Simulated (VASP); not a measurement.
# SnO2 (P4_2/mnm) in VASP: notebook

Aim: see how the results for SnO2 move with the level of theory and the settings. Levels: LDA, PBE, PBEsol. Tasks: single point.

Everything below comes from runs of VASP 6.6.1. Logs are shortened: lines on timing, memory, paths and dates and some standing lists are left out, and cuts for length are marked.

## 1. The cell of the first run

Symmetry: P4_2/mnm, No. 136, tetragonal system. Conventional cell: a = 4.722 Å, b = 4.722 Å, c = 3.190 Å, α = 90.00°, β = 90.00°, γ = 90.00°. Within 2.7 Å of Sn (site symmetry mmm) lie 6 O at 2.04 to 2.05 Å. O (site symmetry m2m) has 3 Sn at 2.04 to 2.05 Å and 1 O at 2.59 Å within 2.7 Å.

## 2. Single point, LDA

File INCAR:

```
SYSTEM = SnO2
ALGO = Normal ; EDIFF = 1E-7
ENCUT = 520 ; ISIF = 2
ISMEAR = -1 ; LASPH = .TRUE.
LCHARG = .FALSE. ; LREAL = .FALSE.
LWAVE = .FALSE. ; NBANDS = 35
NELM = 80 ; PREC = Accurate
SIGMA = 0.02
```

File KPOINTS:

```
k-points
0
G
  6 6 8
  0 0 0
```

File POSCAR:

```
SnO2
1.0
    4.7223237270      0.0000000000      0.0000000000
    0.0000000000      4.7223237270      0.0000000000
    0.0000000000      0.0000000000      3.1904126840
Sn O
2 4
Direct
    0.0000000000      0.0000000000      0.0000000000
    0.5000000000      0.5000000000      0.5000000000
    0.3060632852      0.3060632852      0.0000000000
    0.1939367148      0.8060632852      0.5000000000
    0.8060632852      0.1939367148      0.5000000000
    0.6939367148      0.6939367148      0.0000000000
```

Potentials or basis: VASP PAW LDA potentials, release 64 (Sn_d, O).

Launch:

```bash
$ cat potpaw_LDA.64/Sn_d/POTCAR potpaw_LDA.64/O/POTCAR > POTCAR
$ mpirun -np 1 vasp_std > vasp.out
```

OUTCAR:

```text
SYSTEM = SnO2
   EDIFF = 1E-7
   ENCUT = 520
   ISIF = 2
   ISMEAR = -1
   LASPH = .TRUE.
   LREAL = .FALSE.
   NELM = 80
   PREC = Accurate

 ion  position               nearest neighbor table
   1  0.000  0.000  0.000-   3 2.04   6 2.04   5 2.05   4 2.05   4 2.05   5 2.05   2 3.70   2 3.70
                             2 3.70   2 3.70   2 3.70   2 3.70   2 3.70   2 3.70
   2  0.500  0.500  0.500-   4 2.04   5 2.04   3 2.05   6 2.05   3 2.05   6 2.05   1 3.70   1 3.70
                             1 3.70   1 3.70   1 3.70   1 3.70   1 3.70   1 3.70
   3  0.306  0.306  0.000-   1 2.04   2 2.05   2 2.05
   4  0.194  0.806  0.500-   2 2.04   1 2.05   1 2.05
   5  0.806  0.194  0.500-   2 2.04   1 2.05   1 2.05
   6  0.694  0.694  0.000-   1 2.04   2 2.05   2 2.05

  LATTYP: Found a simple tetragonal cell.
 ALAT       =     4.7223237270
 C/A-ratio  =     0.6756022815

  Lattice vectors:

 A1 = (   4.7223237270,   0.0000000000,   0.0000000000)
 A2 = (   0.0000000000,   4.7223237270,   0.0000000000)
 A3 = (   0.0000000000,   0.0000000000,   3.1904126840)

Analysis of symmetry for initial positions (statically):
=====================================================================
 Subroutine PRICEL returns:
 Original cell was already a primitive cell.

 Routine SETGRP: Setting up the symmetry group for a
 simple tetragonal supercell.

 Subroutine GETGRP returns: Found 16 space group operations
 (whereof  8 operations were pure point group operations)
 out of a pool of 16 trial point group operations.

The static configuration has the point symmetry D_2h.
 The point group associated with its full space group is D_4h.

Analysis of symmetry for dynamics (positions and initial velocities):
=====================================================================
 Subroutine PRICEL returns:
 Original cell was already a primitive cell.

 Routine SETGRP: Setting up the symmetry group for a
 simple tetragonal supercell.

 Subroutine GETGRP returns: Found 16 space group operations
 (whereof  8 operations were pure point group operations)
 out of a pool of 16 trial point group operations.

The dynamic configuration has the point symmetry D_2h.
 The point group associated with its full space group is D_4h.

 Subroutine INISYM returns: Found 16 space group operations
 (whereof  8 operations are pure point group operations),
 and found     1 'primitive' translations

----------------------------------------------------------------------------------------

                                     Primitive cell
[... 103 lines left out ...]
   IBRION =     -1    ionic relax: 0-MD 1-quasi-New 2-CG
   NFREE  =      0    steps in history (QN), initial steepest desc. (CG)
   ISIF   =      2    stress and relaxation
   ISYM   =      2    0-nonsym 1-usesym 2-fastsym
   POTIM  = 0.5000    time-step for ionic-motion
   TEBEG  =    0.0;   TEEND  =   0.0 temperature during run
   PSTRESS=    0.0 pullay stress
   NELECT =      52.0000    total number of electrons
   NUPDOWN=      -1.0000    fix difference up-down
   EMIN   =  10.00;   EMAX   =-10.00  energy-range for DOS
   EFERMI =   0.00;   METHOD = LEGACY
   ISMEAR =    -1;   SIGMA  =   0.02  broadening in eV -4-tet -1-fermi 0-gaus
   EFERMI_NEDOS =   21; number of points for ismear=-14 and -15
   IALGO  =     38    algorithm
   IMIX   =      4    mixing-type and parameters
     AMIX     =   0.40;   BMIX     =  1.00
     AMIX_MAG =   1.60;   BMIX_MAG =  1.00
  volume/ion in A,a.u.               =      11.86        80.02
  Fermi-wavevector in a.u.,A,eV,Ry     =   1.474653  2.786690 29.587247  2.174601
  Thomas-Fermi vector in A             =   2.589398
   LORBIT       =      0    0 simple, 1 ext, 2 COOP (PROOUT), +10 PAW based schemes
   GGA     = CA    functional components
   LHFCALC =     F    Hartree Fock is set to
   AEXX    =    0.0000 exact exchange contribution
   IVDW    =     0    specifies the selected vdW correction
   LEPSILON=     F    determine dielectric tensor
   LRPA    =     F    only Hartree local field effects (RPA)
 non-spin polarized calculation
  energy-cutoff  :      520.00
  volume of cell :       71.15
 maximum number of plane-waves:      1944
 NGX is ok and might be reduce to    36
   NGX = 17   NGY = 17   NGZ = 11

 number of electron      51.9999987 magnetization

 Free energy of the ion-electron system (eV)
  ---------------------------------------------------
  ext. energy  EPLUGINS =         0.00000000
  ---------------------------------------------------
  free energy    TOTEN  =       -42.27988030 eV

  energy without entropy =      -42.27988030  energy(sigma->0) =      -42.27988030

 E-fermi :   6.3775     XC(G=0): -11.8311

 val. band max:        5.9346799845   @ k =   0.0000   0.0000   0.0000
 cond. band min:       7.1307617790   @ k =   0.0000   0.0000   0.0000
 fundamental gap:      1.1960817945
 Fermi energy:         6.3774580450

 k-point     1 :       0.0000    0.0000    0.0000
  band No.  band energies     occupation
      1     -15.0833      2.00000
      2     -14.3029      2.00000
      3     -14.0284      2.00000
      4     -14.0092      2.00000
      5     -14.0092      2.00000
      6     -13.9316      2.00000
[... 901 lines left out ...]
     34      18.1243      0.00000
     35      18.3081      0.00000

 [... further k-points ...]

------------------------ aborting loop because EDIFF is reached ----------------------------------------

  FORCE on cell =-STRESS in cart. coord.  units (eV):
  Direction    XX          YY          ZZ          XY          YZ          ZX
  --------------------------------------------------------------------------------------
  -------------------------------------------------------------------------------------
  Total        0.4103431      0.4103431      0.6133716     -0.0000000      0.0000000      0.0000000
  in kB        9.2405833      9.2405833     13.8126131     -0.0000000      0.0000000      0.0000000
  external PRESSURE =      10.7645933 kB  Pullay stress =       0.0000000 kB

 VOLUME and BASIS-vectors are now :
 -----------------------------------------------------------------------------
  energy-cutoff  :      520.00
  volume of cell :       71.15
      direct lattice vectors                 reciprocal lattice vectors
     4.722323727  0.000000000  0.000000000     0.211760154  0.000000000  0.000000000
     0.000000000  4.722323727  0.000000000     0.000000000  0.211760154  0.000000000
     0.000000000  0.000000000  3.190412684     0.000000000  0.000000000  0.313439075

 POSITION                                       TOTAL-FORCE (eV/Angst)
 -----------------------------------------------------------------------------------
      0.00000      0.00000      0.00000         0.000000      0.000000      0.000000
      2.36116      2.36116      1.59521         0.000000      0.000000      0.000000
      1.44533      1.44533      0.00000        -0.014214     -0.014214     -0.000000
      0.91583      3.80649      1.59521         0.014214     -0.014214     -0.000000
      3.80649      0.91583      1.59521        -0.014214      0.014214      0.000000
      3.27699      3.27699      0.00000         0.014214      0.014214      0.000000
 -----------------------------------------------------------------------------------
    total drift:                                0.000000      0.000000      0.000000

  FREE ENERGIE OF THE ION-ELECTRON SYSTEM (eV)
  ---------------------------------------------------
  free  energy   TOTEN  =       -42.2798802956 eV

  energy  without entropy=      -42.2798802956  energy(sigma->0) =      -42.27988030
```

stdout:

```text
POSCAR found type information on POSCAR SnO
 POSCAR found :  2 types and       6 ions
 scaLAPACK will be used
 LDA part: xc-table for (Slater(with rela. corr.)+CA(PZ))
 , standard interpolation
 POSCAR, INCAR and KPOINTS ok, starting setup
 FFT: planning ... GRIDC
 FFT: planning ... GRID_SOFT
 FFT: planning ... GRID
 WAVECAR not read
 entering main loop
```

Run time: 40 s. Hardware: 1 thread of Intel Xeon 6975P-C (Granite Rapids), shared host; peak memory 0.21 GiB.

What came out:

- Free energy: -42.2799 eV
- Pressure: 1.1 GPa
- Largest force: 0.020 eV/Å
- Band gap on the k mesh: 1.20 eV, direct

Forces on the atoms (eV/Å):
```
Sn   0.000  0.000  0.000
Sn   0.000  0.000  0.000
O   -0.014 -0.014  0.000
O    0.014 -0.014  0.000
O   -0.014  0.014  0.000
O    0.014  0.014  0.000
```

Levels at points of the mesh, in eV from the valence-band top:
```tsv
k point	band 24	band 25	band 26	band 27	band 28	band 29
(0.00, 0.00, 0.00)	-0.81	-0.81	0.00	1.20	5.96	6.08
(0.50, 0.00, 0.00)	-1.24	-0.65	-0.65	4.36	4.36	6.83
(0.50, 0.50, 0.00)	-1.36	-0.92	-0.92	4.74	4.74	7.32
(0.00, 0.00, 0.50)	-1.73	-1.29	-1.29	6.07	6.07	9.54
(0.50, 0.00, 0.50)	-1.14	-0.72	-0.72	6.36	6.36	7.90
(0.50, 0.50, 0.50)	-0.99	-0.85	-0.85	4.73	4.73	8.64
```

Caveat: spin-orbit coupling is left out, which moves the levels of the heavy elements.

(Continued in part 2 of 3.)
